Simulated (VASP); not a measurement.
The system is Nd2BeCl.

```
Nd Be Cl
1.0
     4.26001    0.00000    0.00000
     0.00000    4.26001    0.00000
     0.00000    0.00000    5.64612
Nd Be Cl
2 1 1
Cartesian
  0.0000 0.0000 1.2327
  0.0000 0.0000 4.4134
  2.1300 2.1300 0.0000
  2.1300 2.1300 2.8231
```

The cell was generated, and may not be a known phase.

```yaml
Program: VASP 6.6.1
Task: relaxation of cell and atoms
Functional: PBE
Potentials_or_basis: VASP PAW PBE potentials, release 64 (Nd_3, Be, Cl), 4f in core
Cutoff: 600 eV
k_mesh: 5 × 5 × 4
Occupations: gaussian, width 0.2 eV
Spin: no spin polarisation
```

At the start: pressure 1.8 GPa; volume 25.62 Å³/atom.

Problem. How do energy, volume and symmetry change on relaxing?

Solution. Over 15 steps the energy falls by 766.2 meV/atom and the volume is 23.42 Å³/atom (-8.6 %); space group P4/mmm (No. 123, to 0.1 Å) before and after.

Step by step:
| step | energy change (eV) | largest force (eV/Å) | pressure (GPa) | volume (Å³) |
| --- | --- | --- | --- | --- |
| 1 | 0.0000 | 4.6966 | 1.82 | 102.46 |
| 2 | -1.5405 | 2.1219 | -3.90 | 105.11 |
| 3 | -1.5327 | 1.7807 | -3.34 | 104.87 |
| 4 | -1.5403 | 2.0337 | -3.76 | 105.05 |
| 5 | -2.3588 | 1.1654 | -1.79 | 96.35 |
| 6 | -2.8079 | 0.6406 | 3.36 | 86.78 |
| 7 | -2.7820 | 0.3904 | 7.27 | 82.40 |
| 8 | -2.8218 | 0.5095 | 5.22 | 84.50 |
| 9 | -3.0181 | 0.3815 | 0.56 | 91.74 |
| 10 | -3.0182 | 0.3852 | 0.71 | 91.45 |
| 11 | -3.0473 | 0.3075 | -0.05 | 93.03 |
| 12 | -3.0534 | 0.2281 | -0.54 | 94.18 |
| 13 | -3.0613 | 0.0524 | 0.19 | 93.28 |
| 14 | -3.0613 | 0.0305 | 0.28 | 93.17 |
| 15 | -3.0650 | 0.0112 | 0.10 | 93.69 |

Final structure:
```
Nd Be Cl
1.0
     3.43520    0.00000    0.00000
     0.00000    3.43520    0.00000
     0.00000    0.00000    7.93902
Nd Be Cl
2 1 1
Direct
  0.00000 0.00000 0.22182
  0.00000 0.00000 0.77818
  0.50000 0.50000 0.00000
  0.50000 0.50000 0.50000
```

Caveat: a cell axis changed by over 15 % at a fixed basis, so the end point is rough; the run has no spin polarisation, though such a crystal can be magnetic.
